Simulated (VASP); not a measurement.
# Cs (P4_2/mbc) in VASP: single point with r2SCAN

Aim: the single point of Cs with r2SCAN.

Program: VASP 6.6.1. These are calculated values, not measurements. Logs are shortened: lines on timing, memory, paths and dates and some standing lists are left out, and cuts for length are marked.

## Step 1: The cell of the first run

Symmetry: P4_2/mbc, No. 135, tetragonal system. The conventional cell has a = 10.457 Å, b = 10.457 Å, c = 9.056 Å, α = 90.00°, β = 90.00°, γ = 90.00°.

## Step 2: Single point, r2SCAN

File POSCAR:

```
Cs
1.0
   10.4572929000      0.0000000000      0.0000000000
    0.0000000000     10.4572929000      0.0000000000
    0.0000000000      0.0000000000      9.0557989400
Cs
8
Direct
    0.4401390400      0.7462757700      0.0000000000
    0.5598609600      0.2537242300      0.0000000000
    0.7462757700      0.5598609600      0.5000000000
    0.2537242300      0.4401390400      0.5000000000
    0.9401390400      0.7537242300      0.0000000000
    0.0598609600      0.2462757700      0.0000000000
    0.7537242300      0.0598609600      0.5000000000
    0.2462757700      0.9401390400      0.5000000000
```

File INCAR.step1:

```
SYSTEM = Cs
  ALGO = Normal
  EDIFF = 1E-4
  ENCUT = 520
  GGA = PE
  ISMEAR = 0
  LASPH = .TRUE.
  LCHARG = .FALSE.
  LREAL = .FALSE.
  LWAVE = .TRUE.
  NBANDS = 46
  NELM = 80
  PREC = Accurate
  SIGMA = 0.1
```

File INCAR.step2:

```
SYSTEM = Cs
  ALGO = Normal
  EDIFF = 1E-6
  ENCUT = 520
  ISIF = 2
  ISMEAR = 0
  ISTART = 1
  LASPH = .TRUE.
  LCHARG = .FALSE.
  LMIXTAU = .TRUE.
  LREAL = .FALSE.
  LWAVE = .FALSE.
  METAGGA = R2SCAN
  NBANDS = 46
  NELM = 80
  PREC = Accurate
  SIGMA = 0.1
```

File KPOINTS:

```
k-points
0
G
  2 2 2
  0 0 0
```

Potentials or basis: VASP PAW PBE potentials, release 64 (Cs_sv).

Run with:

```bash
$ cat potpaw_PBE.64/Cs_sv/POTCAR > POTCAR
$ cp INCAR.step1 INCAR
$ mpirun -np 1 vasp_std > vasp.out
$ cp INCAR.step2 INCAR
$ mpirun -np 1 vasp_std > vasp.out
```

OUTCAR:

```text
SYSTEM = Cs
   EDIFF = 1E-6
   ENCUT = 520
   ISIF = 2
   ISMEAR = 0
   ISTART = 1
   LASPH = .TRUE.
   LREAL = .FALSE.
   METAGGA = R2SCAN
   NELM = 80
   PREC = Accurate

 ion  position               nearest neighbor table
   1  0.440  0.746  0.000-
   2  0.560  0.254  0.000-
   3  0.746  0.560  0.500-
   4  0.254  0.440  0.500-
   5  0.940  0.754  0.000-
   6  0.060  0.246  0.000-
   7  0.754  0.060  0.500-
   8  0.246  0.940  0.500-

  LATTYP: Found a simple tetragonal cell.
 ALAT       =    10.4572929000
 C/A-ratio  =     0.8659792765

  Lattice vectors:

 A1 = (  10.4572929000,   0.0000000000,   0.0000000000)
 A2 = (   0.0000000000,  10.4572929000,   0.0000000000)
 A3 = (   0.0000000000,   0.0000000000,   9.0557989400)

Analysis of symmetry for initial positions (statically):
=====================================================================
 Subroutine PRICEL returns:
 Original cell was already a primitive cell.

 Routine SETGRP: Setting up the symmetry group for a
 simple tetragonal supercell.

 Subroutine GETGRP returns: Found 16 space group operations
 (whereof  4 operations were pure point group operations)
 out of a pool of 16 trial point group operations.

The static configuration has the point symmetry C_2h.
 The point group associated with its full space group is D_4h.

Analysis of symmetry for dynamics (positions and initial velocities):
=====================================================================
 Subroutine PRICEL returns:
 Original cell was already a primitive cell.

 Routine SETGRP: Setting up the symmetry group for a
 simple tetragonal supercell.

 Subroutine GETGRP returns: Found 16 space group operations
 (whereof  4 operations were pure point group operations)
 out of a pool of 16 trial point group operations.

The dynamic configuration has the point symmetry C_2h.
 The point group associated with its full space group is D_4h.

 Subroutine INISYM returns: Found 16 space group operations
 (whereof  4 operations are pure point group operations),
 and found     1 'primitive' translations

----------------------------------------------------------------------------------------

[... 86 lines left out ...]
   LREAL  =      F    real-space projection
   EDIFFG = 0.1E-04   stopping-criterion for IOM
   NSW    =      0    number of steps for IOM
   IBRION =     -1    ionic relax: 0-MD 1-quasi-New 2-CG
   NFREE  =      0    steps in history (QN), initial steepest desc. (CG)
   ISIF   =      2    stress and relaxation
   ISYM   =      2    0-nonsym 1-usesym 2-fastsym
   POTIM  = 0.5000    time-step for ionic-motion
   TEBEG  =    0.0;   TEEND  =   0.0 temperature during run
   PSTRESS=    0.0 pullay stress
   NELECT =      72.0000    total number of electrons
   NUPDOWN=      -1.0000    fix difference up-down
   EMIN   =  10.00;   EMAX   =-10.00  energy-range for DOS
   EFERMI =   0.00;   METHOD = LEGACY
   ISMEAR =     0;   SIGMA  =   0.10  broadening in eV -4-tet -1-fermi 0-gaus
   EFERMI_NEDOS =   21; number of points for ismear=-14 and -15
   IALGO  =     38    algorithm
   IMIX   =      4    mixing-type and parameters
     AMIX     =   0.40;   BMIX     =  1.00
     AMIX_MAG =   1.60;   BMIX_MAG =  1.00
  volume/ion in A,a.u.               =     123.79       835.36
  Fermi-wavevector in a.u.,A,eV,Ry     =   0.683278  1.291208  6.352130  0.466868
  Thomas-Fermi vector in A             =   1.762595
   LORBIT       =      0    0 simple, 1 ext, 2 COOP (PROOUT), +10 PAW based schemes
   METAGGA = R2SCAN    functional components
   LHFCALC =     F    Hartree Fock is set to
   AEXX    =    0.0000 exact exchange contribution
   IVDW    =     0    specifies the selected vdW correction
   LEPSILON=     F    determine dielectric tensor
   LRPA    =     F    only Hartree local field effects (RPA)
 non-spin polarized calculation
 Gauss-broadening in eV      SIGMA  =   0.10
  energy-cutoff  :      520.00
  volume of cell :      990.30
 maximum number of plane-waves:     26744
 NGX is ok and might be reduce to    80
   NGX = 39   NGY = 39   NGZ = 33

 number of electron      72.0000009 magnetization

 Free energy of the ion-electron system (eV)
  ---------------------------------------------------
  ext. energy  EPLUGINS =         0.00000000
  ---------------------------------------------------
  free energy    TOTEN  =      -200.17223155 eV

  energy without entropy =     -200.12453266  energy(sigma->0) =     -200.14838210

 E-fermi :   0.4328     XC(G=0):  -5.4466

 val. band max:        0.3849671327   @ k =   0.0000   0.0000   0.0000
 cond. band min:       0.4645235764   @ k =   0.0000   0.0000   0.0000
 fundamental gap:      0.0795564436
 Fermi energy:         0.4327832162

 k-point     1 :       0.0000    0.0000    0.0000
  band No.  band energies     occupation
      1     -24.4903      2.00000
      2     -24.4857      2.00000
      3     -24.4856      2.00000
      4     -24.4856      2.00000
      5     -24.4847      2.00000
      6     -24.4833      2.00000
[... 283 lines left out ...]
     45       1.8847      0.00000
     46       1.8847      0.00000

------------------------ aborting loop because EDIFF is reached ----------------------------------------

  FORCE on cell =-STRESS in cart. coord.  units (eV):
  Direction    XX          YY          ZZ          XY          YZ          ZX
  --------------------------------------------------------------------------------------
  -------------------------------------------------------------------------------------
  Total        0.1810433      0.1810433     -0.3690819      0.0000000      0.0000000     -0.0000000
  in kB        0.2929056      0.2929056     -0.5971288      0.0000000      0.0000000     -0.0000000
  external PRESSURE =      -0.0037726 kB  Pullay stress =       0.0000000 kB

 VOLUME and BASIS-vectors are now :
 -----------------------------------------------------------------------------
  energy-cutoff  :      520.00
  volume of cell :      990.30
      direct lattice vectors                 reciprocal lattice vectors
    10.457292900  0.000000000  0.000000000     0.095627043  0.000000000  0.000000000
     0.000000000 10.457292900  0.000000000     0.000000000  0.095627043  0.000000000
     0.000000000  0.000000000  9.055798940     0.000000000  0.000000000  0.110426480

 POSITION                                       TOTAL-FORCE (eV/Angst)
 -----------------------------------------------------------------------------------
      4.60266      7.80402      0.00000         0.006565      0.004978     -0.000000
      5.85463      2.65327      0.00000        -0.006565     -0.004978      0.000000
      7.80402      5.85463      4.52790         0.004978     -0.006565      0.000000
      2.65327      4.60266      4.52790        -0.004978      0.006565     -0.000000
      9.83131      7.88192      0.00000         0.006565     -0.004978     -0.000000
      0.62598      2.57538      0.00000        -0.006565      0.004978      0.000000
      7.88192      0.62598      4.52790        -0.004978     -0.006565      0.000000
      2.57538      9.83131      4.52790         0.004978      0.006565     -0.000000
 -----------------------------------------------------------------------------------
    total drift:                                0.000000     -0.000000      0.000000

  FREE ENERGIE OF THE ION-ELECTRON SYSTEM (eV)
  ---------------------------------------------------
  free  energy   TOTEN  =      -200.1722315452 eV

  energy  without entropy=     -200.1245326596  energy(sigma->0) =     -200.14838210
```

It took 18 min on 1 thread of Intel Xeon Platinum 8488C (Sapphire Rapids), shared host; peak memory 1 GiB.

What came out:

```yaml
Free_energy: -200.1722 eV
Pressure: 0.0 GPa
Largest_force: 0.008 eV/Å
Band_gap_on_the_k_mesh: zero (bands 36 and 37 overlap by 0.45 eV)
```

Forces in eV/Å, atoms in the order of the input:
```
Cs   0.007  0.005  0.000
Cs  -0.007 -0.005  0.000
Cs   0.005 -0.007  0.000
Cs  -0.005  0.007  0.000
Cs   0.007 -0.005  0.000
Cs  -0.007  0.005  0.000
Cs  -0.005 -0.007  0.000
Cs   0.005  0.007  0.000
```

Caveat: the PAW data sets were made with another functional, which shifts forces and pressure a little; spin-orbit coupling is left out, which moves the levels of the heavy elements.

The gap in the log of VASP goes by the Fermi energy; the results here count the filled bands.